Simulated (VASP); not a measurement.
A run of VASP 6.6.1 is set up as follows.

File INCAR:

```
  ALGO = Fast
  EDIFF = 1E-7
  ENCUT = 520
  GGA = PE
  ISIF = 2
  ISMEAR = 0
  ISPIN = 2
  LASPH = T
  LCHARG = F
  LMAXMIX = 4
  LORBIT = 11
  LREAL = F
  LWAVE = F
  MAGMOM = -2.32 2.32 0.17 -0.17
  NBANDS = 27
  NELM = 150
  PREC = Accurate
  SIGMA = 0.01
```

The input KPOINTS:

```
k-points
0
Gamma
  12 12 8
```

POSCAR

```
CoO
1.0
    3.1040386315      0.0000000000      0.0000000000
   -1.5520193157      2.6881763092      0.0000000000
    0.0000000000      0.0000000000      5.1827320217
Co O
2 2
Direct
    0.0000000000      0.0000000000      0.0074911675
    0.3333333333      0.6666666667      0.5074963317
    0.0000000000      0.0000000000      0.3675015213
    0.3333333333      0.6666666667      0.8675119795
```

Potentials or basis: VASP PAW PBE potentials, release 64 (Co, O).

Command:

```bash
$ cat potpaw_PBE.64/Co/POTCAR potpaw_PBE.64/O/POTCAR > POTCAR
$ mpirun -np 1 vasp_std > vasp.out
```

Q: What does it give for the pressure?

A: 8.9 GPa.

Q: Estimate the site moments.

A: Co -2.20, +2.20; O +0.16, -0.16 μB.

Q: Predict the band gap on the k mesh.

A: Zero (filled and empty bands overlap).

Stress tensor (GPa, compression positive):
```
 7.96  0.00  0.00
 0.00  7.96  0.00
 0.00  0.00 10.66
```

Caveat: the cell differs from its parent crystal (equal strain along all axes, cell held: -2.0 %, then relaxed in part); the cell stands under pressure; semilocal functionals often make such compounds metallic where correlation or magnetic order opens a gap, which also shifts bond lengths.
